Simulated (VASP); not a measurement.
# Nb (Im-3m) in VASP: notebook

The runs below take Nb through single point, with PBE.

Program: VASP 6.6.1. These are calculated values, not measurements. Logs are shortened: lines on timing, memory, paths and dates and some standing lists are left out, and cuts for length are marked.

## 1. The cell of the first run

Symmetry: Im-3m, No. 229, cubic system. The conventional cell has a = 3.328 Å, b = 3.328 Å, c = 3.328 Å, α = 90.00°, β = 90.00°, γ = 90.00°. Nb (site symmetry m-3m) has 14 Nb at 2.88 to 3.33 Å within 3.8 Å.

## 2. Single point, PBE, collinear spin, ferromagnetic start

Contents of INCAR:

```
SYSTEM = Nb
  PREC = Accurate
  ENCUT = 520
  EDIFF = 1E-7
  ISMEAR = -1
  SIGMA = 0.05
  LREAL = .FALSE.
  LASPH = .TRUE.
  NELM = 150
  ALGO = Normal
  ISIF = 2
  LWAVE = .FALSE.
  LCHARG = .FALSE.
  ISPIN = 2
  MAGMOM = 0.9
  LORBIT = 11
  NUPDOWN = 0.9
  LMAXMIX = 4
  GGA = PE
  NBANDS = 16
```

Contents of KPOINTS:

```
Automatic mesh
0
G
  16 16 16
  0 0 0
```

Contents of POSCAR:

```
Nb
1.0
   -1.6639500000      1.6639500000      1.6639500000
    1.6639500000     -1.6639500000      1.6639500000
    1.6639500000      1.6639500000     -1.6639500000
Nb
1
Direct
    0.0000000000      0.0000000000      0.0000000000
```

Potentials or basis: VASP PAW PBE potentials, release 64 (Nb_sv).

Started as:

```
cat potpaw_PBE.64/Nb_sv/POTCAR > POTCAR
mpirun -np 1 vasp_std > vasp.out
```

OUTCAR:

```text
SYSTEM = Nb
   PREC = Accurate
   ENCUT = 520
   EDIFF = 1E-7
   ISMEAR = -1
   LREAL = .FALSE.
   LASPH = .TRUE.
   NELM = 150
   ISIF = 2
   ISPIN = 2
   LORBIT = 11
   NUPDOWN = 0.9
   GGA = PE

 ion  position               nearest neighbor table
   1  0.000  0.000  0.000-

  LATTYP: Found a body centered cubic cell.
 ALAT       =     3.3279000000

  Lattice vectors:

 A1 = (  -1.6639500000,   1.6639500000,   1.6639500000)
 A2 = (   1.6639500000,  -1.6639500000,   1.6639500000)
 A3 = (   1.6639500000,   1.6639500000,  -1.6639500000)

Analysis of symmetry for initial positions (statically):
=====================================================================
 Subroutine PRICEL returns:
 Original cell was already a primitive cell.

 Routine SETGRP: Setting up the symmetry group for a
 body centered cubic supercell.

 Subroutine GETGRP returns: Found 48 space group operations
 (whereof 48 operations were pure point group operations)
 out of a pool of 48 trial point group operations.

The static configuration has the point symmetry O_h .

Analysis of symmetry for dynamics (positions and initial velocities):
=====================================================================
 Subroutine PRICEL returns:
 Original cell was already a primitive cell.

 Routine SETGRP: Setting up the symmetry group for a
 body centered cubic supercell.

 Subroutine GETGRP returns: Found 48 space group operations
 (whereof 48 operations were pure point group operations)
 out of a pool of 48 trial point group operations.

The dynamic configuration has the point symmetry O_h .

Analysis of structural, dynamic, and magnetic symmetry:
=====================================================================
 Subroutine PRICEL returns:
 Original cell was already a primitive cell.

 Routine SETGRP: Setting up the symmetry group for a
 body centered cubic supercell.

 Subroutine GETGRP returns: Found 48 space group operations
 (whereof 48 operations were pure point group operations)
 out of a pool of 48 trial point group operations.

The overall configuration has the point symmetry O_h .

 Subroutine INISYM returns: Found 48 space group operations
 (whereof 48 operations are pure point group operations),
 and found     1 'primitive' translations

----------------------------------------------------------------------------------------

                                     Primitive cell

  volume of cell :      18.4281

  direct lattice vectors                    reciprocal lattice vectors
    -1.663950000  1.663950000  1.663950000     0.000000000  0.300489798  0.300489798
     1.663950000 -1.663950000  1.663950000     0.300489798  0.000000000  0.300489798
     1.663950000  1.663950000 -1.663950000     0.300489798  0.300489798  0.000000000

  length of vectors
     2.882045941  2.882045941  2.882045941     0.424956748  0.424956748  0.424956748

  position of ions in fractional coordinates (direct lattice)
     0.000000000  0.000000000  0.000000000

  ion indices of the primitive-cell ions
   primitive index   ion index
                 1           1

----------------------------------------------------------------------------------------

 KPOINTS: Automatic mesh

Automatic generation of k-mesh.
 Grid dimensions read from file:
 generate k-points for:   16   16   16

 Generating k-lattice:

  Cartesian coordinates                     Fractional coordinates (reciprocal lattice)
     0.000000000  0.018780612  0.018780612     0.062500000  0.000000000  0.000000000
     0.018780612  0.000000000  0.018780612     0.000000000  0.062500000  0.000000000
     0.018780612  0.018780612  0.000000000     0.000000000  0.000000000  0.062500000

  Length of vectors
     0.026559797  0.026559797  0.026559797

  Shift w.r.t. Gamma in fractional coordinates (k-lattice)
     0.000000000  0.000000000  0.000000000

 Subroutine IBZKPT returns following result:
 ===========================================

 Found    145 irreducible k-points:

 Following reciprocal coordinates:
            Coordinates               Weight
  0.000000  0.000000  0.000000      1.000000
  0.062500  0.000000  0.000000     12.000000
  0.125000  0.000000  0.000000     12.000000
  0.187500  0.000000  0.000000     12.000000
  0.250000  0.000000  0.000000     12.000000
  0.312500  0.000000  0.000000     12.000000
[... 16 lines left out ...]
  0.187500  0.187500  0.000000     24.000000
  0.250000  0.187500  0.000000     48.000000
 [... further k-points ...]
   k-points           NKPTS =    145   k-points in BZ     NKDIM =    145   number of bands    NBANDS=     16
   number of dos      NEDOS =    301   number of ions     NIONS =      1
   total plane-waves  NPLWV =  13824
   dimension x,y,z NGX =    24 NGY =   24 NGZ =   24
   dimension x,y,z NGXF=    48 NGYF=   48 NGZF=   48
   ions per type =               1
   NGX,Y,Z   is equivalent  to a cutoff of  13.84, 13.84, 13.84 a.u.
   NGXF,Y,Z  is equivalent  to a cutoff of  27.69, 27.69, 27.69 a.u.
 SYSTEM =  Nb
   PREC   = accura    normal or accurate (medium, high low for compatibility)
   ISTART =      0    job   : 0-new  1-cont  2-samecut
   ICHARG =      2    charge: 1-file 2-atom 10-const
   ISPIN  =      2    spin polarized calculation?
   LNONCOLLINEAR =      F non collinear calculations
   LSORBIT =      F    spin-orbit coupling
   LASPH  =      T    aspherical Exc in radial PAW
   ENCUT  =  520.0 eV  38.22 Ry    6.18 a.u.   5.36  5.36  5.36*2*pi/ulx,y,z
   NELM   =    150;   NELMIN=  2; NELMDL= -5     # of ELM steps
   EDIFF  = 0.1E-06   stopping-criterion for ELM
   LREAL  =      F    real-space projection
   EDIFFG = 0.1E-05   stopping-criterion for IOM
   NSW    =      0    number of steps for IOM
   IBRION =     -1    ionic relax: 0-MD 1-quasi-New 2-CG
   NFREE  =      0    steps in history (QN), initial steepest desc. (CG)
   ISIF   =      2    stress and relaxation
   ISYM   =      2    0-nonsym 1-usesym 2-fastsym
   POTIM  = 0.5000    time-step for ionic-motion
   TEBEG  =    0.0;   TEEND  =   0.0 temperature during run
   PSTRESS=    0.0 pullay stress
   NELECT =      13.0000    total number of electrons
   NUPDOWN=       0.9000    fix difference up-down
   EMIN   =  10.00;   EMAX   =-10.00  energy-range for DOS
   EFERMI =   0.00;   METHOD = LEGACY
   ISMEAR =    -1;   SIGMA  =   0.05  broadening in eV -4-tet -1-fermi 0-gaus
   EFERMI_NEDOS =   21; number of points for ismear=-14 and -15
   IALGO  =     38    algorithm
   IMIX   =      4    mixing-type and parameters
     AMIX     =   0.40;   BMIX     =  1.00
     AMIX_MAG =   1.60;   BMIX_MAG =  1.00
  volume/ion in A,a.u.               =      18.43       124.36
  Fermi-wavevector in a.u.,A,eV,Ry     =   1.457345  2.753983 28.896790  2.123854
  Thomas-Fermi vector in A             =   2.574157
   LORBIT       =     11    0 simple, 1 ext, 2 COOP (PROOUT), +10 PAW based schemes
   GGA     = PE    functional components
   LHFCALC =     F    Hartree Fock is set to
   AEXX    =    0.0000 exact exchange contribution
   IVDW    =     0    specifies the selected vdW correction
   LEPSILON=     F    determine dielectric tensor
   LRPA    =     F    only Hartree local field effects (RPA)
 spin polarized calculation
  energy-cutoff  :      520.00
  volume of cell :       18.43
 maximum number of plane-waves:       531
 NGX is ok and might be reduce to    24
   NGX = 11   NGY = 11   NGZ = 11

 number of electron      12.9999999 magnetization       0.9000000

 Free energy of the ion-electron system (eV)
  ---------------------------------------------------
  ext. energy  EPLUGINS =         0.00000000
  ---------------------------------------------------
  free energy    TOTEN  =       -10.03080815 eV

  energy without entropy =      -10.02260213  energy(sigma->0) =      -10.02670514

 E-fermi :  10.7030     XC(G=0): -12.3675

 val. band max:       11.7582343837   @ k =  -0.4375   0.4375   0.0625
 cond. band min:      10.7031065403   @ k =   0.2500   0.1875   0.0625
 fundamental gap:     -1.0551278433
 Fermi energy:        11.7710213072

 spin component 1

 k-point     1 :       0.0000    0.0000    0.0000
  band No.  band energies     occupation
      1     -43.6997      1.00000
      2     -19.0587      1.00000
      3     -19.0587      1.00000
      4     -19.0587      1.00000
      5       4.6468      1.00000
      6      10.9303      1.00000
[... 8 lines left out ...]
     15      35.2815      0.00000
     16      38.1702      0.00000

 k-point     2 :       0.0625    0.0000    0.0000
  band No.  band energies     occupation
      1     -43.6912      1.00000
      2     -19.1110      1.00000
      3     -19.0747      1.00000
      4     -19.0590      1.00000
      5       4.8049      1.00000
      6      10.8335      1.00000
[... 8 lines left out ...]
     15      34.8014      0.00000
     16      37.9857      0.00000
[... 387 lines left out ...]
      5       7.5491      1.00000
      6       9.5651      1.00000
[... 8 lines left out ...]
     15      33.0687      0.00000
     16      36.6693      0.00000

 k-point    24 :       0.2500    0.1875    0.0000
  band No.  band energies     occupation
      1     -43.5000      1.00000
      2     -20.0613      1.00000
      3     -19.4725      1.00000
      4     -19.1689      1.00000
      5       7.8746      1.00000
      6       9.3384      1.00000
[... 8 lines left out ...]
     15      33.4097      0.00000
     16      36.2031      0.00000

 [... further k-points ...]

 spin component 2

 k-point     1 :       0.0000    0.0000    0.0000
  band No.  band energies     occupation
      1     -43.3385      1.00000
      2     -18.6712      1.00000
      3     -18.6712      1.00000
      4     -18.6712      1.00000
      5       5.3077      1.00000
      6      11.5762      0.00000
[... 8 lines left out ...]
     15      35.8289      0.00000
     16      38.6863      0.00000

 k-point     2 :       0.0625    0.0000    0.0000
  band No.  band energies     occupation
      1     -43.3302      1.00000
      2     -18.7222      1.00000
      3     -18.6867      1.00000
      4     -18.6716      1.00000
      5       5.4650      1.00000
      6      11.4804      0.00000
[... 8 lines left out ...]
     15      35.3482      0.00000
     16      38.5121      0.00000
[... 387 lines left out ...]
      5       8.1952      1.00000
      6      10.1563      0.99998
[... 8 lines left out ...]
     15      33.6936      0.00000
     16      37.3591      0.00000

 k-point    24 :       0.2500    0.1875    0.0000
  band No.  band energies     occupation
      1     -43.1432      1.00000
      2     -19.6497      1.00000
      3     -19.0744      1.00000
      4     -18.7792      1.00000
      5       8.5136      1.00000
      6       9.9396      1.00000
[... 8 lines left out ...]
     15      34.0359      0.00000
     16      36.8941      0.00000

 [... further k-points ...]

------------------------ aborting loop because EDIFF is reached ----------------------------------------

  FORCE on cell =-STRESS in cart. coord.  units (eV):
  Direction    XX          YY          ZZ          XY          YZ          ZX
  --------------------------------------------------------------------------------------
  -------------------------------------------------------------------------------------
  Total        0.0710908      0.0710908      0.0710908     -0.0000000     -0.0000000      0.0000000
  in kB        6.1807825      6.1807825      6.1807825     -0.0000000     -0.0000000      0.0000000
  external PRESSURE =       6.1807825 kB  Pullay stress =       0.0000000 kB

 VOLUME and BASIS-vectors are now :
 -----------------------------------------------------------------------------
  energy-cutoff  :      520.00
  volume of cell :       18.43
      direct lattice vectors                 reciprocal lattice vectors
    -1.663950000  1.663950000  1.663950000     0.000000000  0.300489798  0.300489798
     1.663950000 -1.663950000  1.663950000     0.300489798  0.000000000  0.300489798
     1.663950000  1.663950000 -1.663950000     0.300489798  0.300489798  0.000000000

 POSITION                                       TOTAL-FORCE (eV/Angst)
 -----------------------------------------------------------------------------------
      0.00000      0.00000      0.00000        -0.000000      0.000000     -0.000000
 -----------------------------------------------------------------------------------
    total drift:                                0.000000      0.000000      0.000000

  FREE ENERGIE OF THE ION-ELECTRON SYSTEM (eV)
  ---------------------------------------------------
  free  energy   TOTEN  =       -10.0308081518 eV

  energy  without entropy=      -10.0226021339  energy(sigma->0) =      -10.02670514

 total charge

# of ion       s       p       d       tot
------------------------------------------
    1        2.217   6.001   2.471  10.690

 magnetization (x)

# of ion       s       p       d       tot
------------------------------------------
    1        0.012   0.052   0.485   0.549
```

Run time: 83 s. Hardware: 1 thread of Intel Xeon Platinum 8259CL at 2.50GHz (Skylake/Cascade Lake), shared host; peak memory 0.19 GiB.

What came out:

| Item | Value |
| --- | --- |
| Free energy | -10.0308 eV |
| Pressure | 0.6 GPa |
| Net moment | 0.90 μB per cell |
| Site moments | Nb +0.55 μB |
| Valence electrons inside the program's atomic spheres | Nb 10.69 |

Caveat: the total moment is fixed, so each spin has its own Fermi level.

## 3. Single point, PBE, collinear spin, ferromagnetic start

Contents of INCAR:

```
PREC = Accurate
ENCUT = 520
EDIFF = 1E-6
ISMEAR = -1
SIGMA = 0.05
LREAL = False
LASPH = True
NELM = 150
ALGO = Normal
ISIF = 2
LWAVE = False
LCHARG = True
ISPIN = 2
MAGMOM = 0.9
LORBIT = 11
NUPDOWN = 0.9
LMAXMIX = 4
GGA = PE
LELF = True
LVHAR = True
NBANDS = 16
```

Contents of KPOINTS:

```
regular mesh
0
Gamma
  16 16 16
```

POSCAR is that of step 2.

Potentials or basis: VASP PAW PBE potentials, release 64 (Nb_sv).

Started as:

```
cat potpaw_PBE.64/Nb_sv/POTCAR > POTCAR
mpirun -np 1 vasp_std > vasp.out
```

OUTCAR:

```text
PREC = Accurate
   ENCUT = 520
   EDIFF = 1E-6
   ISMEAR = -1
   LREAL = False
   LASPH = True
   NELM = 150
   ISIF = 2
   ISPIN = 2
   LORBIT = 11
   NUPDOWN = 0.9
   GGA = PE

 ion  position               nearest neighbor table
   1  0.000  0.000  0.000-

  LATTYP: Found a body centered cubic cell.
 ALAT       =     3.3279000000

  Lattice vectors:

 A1 = (  -1.6639500000,   1.6639500000,   1.6639500000)
 A2 = (   1.6639500000,  -1.6639500000,   1.6639500000)
[... 1120 lines left out ...]
  -------------------------------------------------------------------------------------
  Total        0.0700856      0.0700856      0.0700856      0.0000000      0.0000000      0.0000000
  in kB        6.0933821      6.0933821      6.0933821      0.0000000      0.0000000      0.0000000
  external PRESSURE =       6.0933821 kB  Pullay stress =       0.0000000 kB

 VOLUME and BASIS-vectors are now :
 -----------------------------------------------------------------------------
  energy-cutoff  :      520.00
  volume of cell :       18.43
      direct lattice vectors                 reciprocal lattice vectors
    -1.663950000  1.663950000  1.663950000     0.000000000  0.300489798  0.300489798
     1.663950000 -1.663950000  1.663950000     0.300489798  0.000000000  0.300489798
     1.663950000  1.663950000 -1.663950000     0.300489798  0.300489798  0.000000000

 POSITION                                       TOTAL-FORCE (eV/Angst)
 -----------------------------------------------------------------------------------
      0.00000      0.00000      0.00000         0.000000      0.000000     -0.000000
 -----------------------------------------------------------------------------------
    total drift:                                0.000000      0.000000     -0.000000

  FREE ENERGIE OF THE ION-ELECTRON SYSTEM (eV)
  ---------------------------------------------------
  free  energy   TOTEN  =       -10.0308081402 eV

  energy  without entropy=      -10.0226021326  energy(sigma->0) =      -10.02670514

 total charge

# of ion       s       p       d       tot
------------------------------------------
    1        2.217   6.001   2.471  10.690

 magnetization (x)

# of ion       s       p       d       tot
------------------------------------------
    1        0.012   0.052   0.485   0.549
```

OSZICAR:

```text
N       E                     dE             d eps       ncg     rms          rms(c)
DAV:   1     0.117538007075E+03    0.11754E+03   -0.68533E+03  9296   0.806E+02
DAV:   2    -0.644369654443E+01   -0.12398E+03   -0.11740E+03 10448   0.302E+02
DAV:   3    -0.102488974978E+02   -0.38052E+01   -0.37189E+01 13880   0.497E+01
DAV:   4    -0.103950879837E+02   -0.14619E+00   -0.14603E+00 11280   0.842E+00
DAV:   5    -0.103992814473E+02   -0.41935E-02   -0.41930E-02 14152   0.126E+00    0.710E+00
DAV:   6    -0.100645350102E+02    0.33475E+00   -0.43281E-01 14480   0.722E+00    0.253E+00
DAV:   7    -0.100206660968E+02    0.43869E-01   -0.14903E-01 15224   0.414E+00    0.128E+00
DAV:   8    -0.100279261006E+02   -0.72600E-02   -0.14287E-02 11872   0.119E+00    0.861E-01
DAV:   9    -0.100303554646E+02   -0.24294E-02   -0.34514E-03 12576   0.575E-01    0.406E-01
DAV:  10    -0.100307988558E+02   -0.44339E-03   -0.72992E-04 13880   0.262E-01    0.261E-02
DAV:  11    -0.100308123206E+02   -0.13465E-04   -0.39774E-05 12104   0.533E-02    0.147E-02
DAV:  12    -0.100308097397E+02    0.25809E-05   -0.36123E-06 11672   0.225E-02    0.850E-03
DAV:  13    -0.100308083354E+02    0.14043E-05   -0.62092E-07  8248   0.105E-02    0.230E-03
DAV:  14    -0.100308081402E+02    0.19513E-06   -0.12891E-07  6456   0.329E-03
   1 F= -.10030808E+02 E0= -.10026705E+02  d E =-.820601E-02  mag=     0.9000
```

stdout:

```text
POSCAR found type information on POSCAR Nb
 POSCAR found :  1 types and       1 ions
 scaLAPACK will be used
 LDA part: xc-table for (Slater+PW92), standard interpolation
 POSCAR, INCAR and KPOINTS ok, starting setup
 FFT: planning ... GRIDC
 FFT: planning ... GRID_SOFT
 FFT: planning ... GRID
 WAVECAR not read
 entering main loop
```

Wall time 83 s (1 thread of Intel Xeon Platinum 8259CL at 2.50GHz (Skylake/Cascade Lake), shared host); peak memory 0.19 GiB.

What came out:

```
Free energy                                           : -10.0308 eV
Pressure                                              : 0.6 GPa
Net moment                                            : 0.90 μB per cell
Site moments                                          : Nb +0.55 μB
Valence electrons inside the program's atomic spheres : Nb 10.69
```

Caveat: the total moment is fixed, so each spin has its own Fermi level.

## 4. Single point, PBE, collinear spin, ferromagnetic start

Contents of INCAR:

```
SYSTEM = Nb
ALGO     = Normal         ! electronic algorithm
EDIFF    = 1E-6           ! SCF threshold, eV
ENCUT    = 520            ! plane-wave cutoff, eV
GGA      = PE             ! functional
ISIF     = 2              ! what is computed and relaxed
ISMEAR   = -1             ! smearing method
ISPIN    = 2              ! spin polarisation
LASPH    = .TRUE.         ! aspherical terms in the spheres
LCHARG   = .FALSE.        ! write CHGCAR
LMAXMIX  = 4              ! l up to which the mixer works
LORBIT   = 11             ! projections on sites
LREAL    = .FALSE.        ! projectors in reciprocal space
LWAVE    = .FALSE.        ! write WAVECAR
MAGMOM   = 1.2            ! initial moments
NBANDS   = 16             ! bands
NELM     = 150            ! most SCF steps
NUPDOWN  = 1.2            ! fixed moment
PREC     = Accurate       ! precision mode
SIGMA    = 0.05           ! smearing width, eV
```

Contents of KPOINTS:

```
k-points
0
G
  16 16 16
  0 0 0
```

POSCAR is that of step 3.

Started as:

```
cat potpaw_PBE.64/Nb_sv/POTCAR > POTCAR
mpirun -np 1 vasp_std > vasp.out
```

Wall time 80 s (1 thread of Intel Xeon Platinum 8259CL at 2.50GHz (Skylake/Cascade Lake), shared host); peak memory 0.19 GiB.

Results (log left out):

| Property | Result |
| --- | --- |
| Free energy | -9.8187 eV |
| Pressure | 3.4 GPa |
| Net moment | 1.20 μB per cell |
| Site moments | Nb +0.75 μB |
| Valence electrons inside the program's atomic spheres | Nb 10.70 |

Caveat: the total moment is fixed, so each spin has its own Fermi level.
